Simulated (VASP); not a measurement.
Runs of VASP 6.6.1 on HgTe. The structure is that of space group Fm-3m (No. 225), or close to it. The cells are those of the table. 

| task | level | cell | cutoff (eV) | gap on the mesh (eV) | pressure (GPa) | relaxed volume (Å³/atom) |
| --- | --- | --- | --- | --- | --- | --- |
| relaxation of cell and atoms | r2SCAN+rVV10 | relaxed from a = 4.267 Å, angles 60.0°, 2 atoms | 600 | none | 0.0 | 27.80 |
| single point | r2SCAN+rVV10 | a = 4.271 Å, angles 60.0°, 2 atoms | 520 | none | (a) | - |
| relaxation of cell and atoms | PBE+D3(BJ) | relaxed from a = 4.497 Å, angles 60.0°, 2 atoms | 600 | none | 0.0 | 27.54 |
| single point | PBE+D3(BJ) | a = 4.267 Å, angles 60.0°, 2 atoms | 520 | none | 0.1 | - |

Alike in all rows: potentials or basis VASP PAW PBE potentials, release 64 (Hg, Te); no spin polarisation; k mesh 6 × 6 × 6; smearing fermi-dirac 0.02 eV.

Task: Estimate the missing entries.

Result: (a) 0.5.

Caveats: spin-orbit coupling is left out, which moves the levels of the heavy elements; the PAW data sets were made with another functional, which shifts forces and pressure a little (some runs); pairwise dispersion overbinds metals, which lowers pressure and volume (some runs); the volume moved by -14 % from the deposited cell, more than functionals usually miss (some runs).

A k mesh can miss the band edges, and the runs leave out spin-orbit coupling on Hg, Te.

A gap of «none» marks levels without a gap at the run's occupations.
